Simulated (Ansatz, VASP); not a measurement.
**Two plane-wave programs on AlGa2P3**

INCAR

```
SYSTEM = AlGa2P3
ALGO = Normal
EDIFF = 1E-6
EDIFFG = -0.04
ENCUT = 600
GGA = PE
IBRION = 2
ISIF = 3
ISMEAR = 0
LASPH = .True.
LCHARG = .False.
LREAL = .False.
LWAVE = .False.
NELM = 60
NSW = 90
PREC = Accurate
SIGMA = 0.1
```

The input KPOINTS:

```
k-points
0
Gamma
  6 6 6
  0 0 0
```

Contents of POSCAR:

```
AlGa2P3
1.0
   -1.8803009400      1.8803009400      7.9774412900
    1.8803009400     -1.8803009400      7.9774412900
    1.8803009400      1.8803009400     -7.9774412900
Al Ga P
1 2 3
Direct
    0.0000000000      0.0000000000      0.0000000000
    0.6666666700      0.6666666700      0.0000000000
    0.3333333300      0.3333333300      0.0000000000
    0.2500000000      0.7500000000      0.5000000000
    0.9166666700      0.4166666700      0.5000000000
    0.5833333300      0.0833333300      0.5000000000
```

Input for Ansatz:

```yaml
crystal:
  lattice:
    - [-1.88030094, 1.88030094, 7.97744129]
    - [1.88030094, -1.88030094, 7.97744129]
    - [1.88030094, 1.88030094, -7.97744129]
  atoms:
    - { symbol: Al, position: [0.0, 0.0, 0.0] }
    - { symbol: Ga, position: [0.66666667, 0.66666667, 0.0] }
    - { symbol: Ga, position: [0.33333333, 0.33333333, 0.0] }
    - { symbol: P, position: [0.25, 0.75, 0.5] }
    - { symbol: P, position: [0.91666667, 0.41666667, 0.5] }
    - { symbol: P, position: [0.58333333, 0.08333333, 0.5] }
basis:
  ecutwfc: 420
kpoints:
  mp_grid: { grid: [6, 6, 6] }
hamiltonian:
  xc: pbe
scf:
  occupations: { method: gaussian, width: 0.1 }
  lower_state_search: "off"
output:
  forces: true
  stress: true
  eigenvalues: true
relax:
  adjacent_minimum: "off"
  f_tol: 0.04
  max_steps: 70
  cell: { stress_tol: 0.4 }
```

Alike in both runs: task relaxation of cell and atoms; functional PBE; k mesh 6 × 6 × 6; occupations gaussian, width 0.1 eV; no spin polarisation.

```csv
,VASP,Ansatz
version,VASP 6.6.1,Ansatz 0.2.0
potentials or method,"VASP PAW PBE potentials, release 64 (Al, Ga_d, P), cutoff 600 eV","scalar-relativistic, plane waves, PAW"
valence electrons in the cell,44,44
```

|  | VASP | Ansatz | Ansatz less VASP |
| --- | --- | --- | --- |
| gap on the k mesh at the Fermi level, each at its own relaxed structure (eV) | 1.67 | 1.68 | +0.004 |
| relaxed volume (Å³/atom) | 20.83 | 20.86 | +0.034 |
| relaxed cell length with the largest relative difference (Å) | 8.694 | 8.692 | -0.0020 |
